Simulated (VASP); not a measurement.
Set up this calculation in VASP 6.6.1, as the native input.

| Property | Result |
| --- | --- |
| Task | electric field gradients |
| Functional | LDA |
| Potentials or basis | VASP PAW LDA potentials, release 64 (Ti_sv, B) |
| Cutoff | 520 eV |
| k mesh | 13 × 13 × 13 |
| Occupations | fermi-dirac, width 0.05 eV |
| Spin | no spin polarisation |
| Dipole correction | no |
| Further INCAR settings | ALGO = Normal; EDIFF = 1e-08; NBANDS = 14 |

The structure of TiB lies in POSCAR:

```
TiB
1.0
    0.0000000000      2.1010000000      2.1010000000
    2.1010000000      0.0000000000      2.1010000000
    2.1010000000      2.1010000000      0.0000000000
Ti B
1 1
Direct
    0.7500000000      0.7500000000      0.7500000000
    0.0000000000      0.0000000000      0.0000000000
```

These files were run (other wordings do the same):

INCAR

```
  PREC = Accurate
  ENCUT = 520
  EDIFF = 1E-8
  ISMEAR = -1
  SIGMA = 0.05
  LREAL = False
  LASPH = True
  NELM = 100
  ALGO = Normal
  ISIF = 2
  LWAVE = False
  LCHARG = False
  GGA = CA
  LEFG = True
  NBANDS = 14
```

KPOINTS

```
regular mesh
0
Gamma
  13 13 13
```

Potentials or basis: VASP PAW LDA potentials, release 64 (Ti_sv, B).

Run with:

```console
$ cat potpaw_LDA.64/Ti_sv/POTCAR potpaw_LDA.64/B/POTCAR > POTCAR
$ mpirun -np 1 vasp_std > vasp.out
```

Results of the run:

```json
{
 "Pressure": "105.5 GPa"
}
```

Caveat: without QUAD_EFG the Cq values of the log hold for a quadrupole moment of 1 mb, not for the nuclei.

Wall time 13 s on 1 thread of Intel(R) Xeon(R) Platinum 8375C CPU @ 2.90GHz (Ice Lake), with other jobs on the host, peak memory 0.14 GiB.
